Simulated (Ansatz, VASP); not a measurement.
**Two plane-wave programs on Hf**

```xyz
2
Lattice="0.0000 3.4548 3.4548 3.4548 0.0000 3.4548 3.4548 3.4548 0.0000" Properties=species:S:1:pos:R:3 pbc="T T T"
Hf    0.8637    0.8637    0.8637
Hf    6.0459    6.0459    6.0459
```

Alike in both runs: task single point; functional RPBE; k mesh 9 × 9 × 9; occupations fermi-dirac, width 0.1 eV; no spin polarisation.

```csv
,VASP,Ansatz
version,VASP 6.6.1,Ansatz 0.2.0
potentials or method,"VASP PAW PBE potentials, release 64 (Hf_pv), cutoff 520 eV","plane waves (420 eV) with PAW, scalar-relativistic"
valence electrons in the cell,20,52
```

VASP gave:

```
pressure (GPa) : -3.1
```

**Question.** What did Ansatz give for the same quantities?

**Answer.** Pressure (GPa): -2.9.

VASP's potentials were made for PBE, not for RPBE. The functional is the same, so the differences come from potentials, cutoffs and numerics. VASP's potentials hold 20 valence electrons a cell and Ansatz's 52, so a difference there can come from the potentials and not from the codes.

Spin-orbit coupling is off throughout.
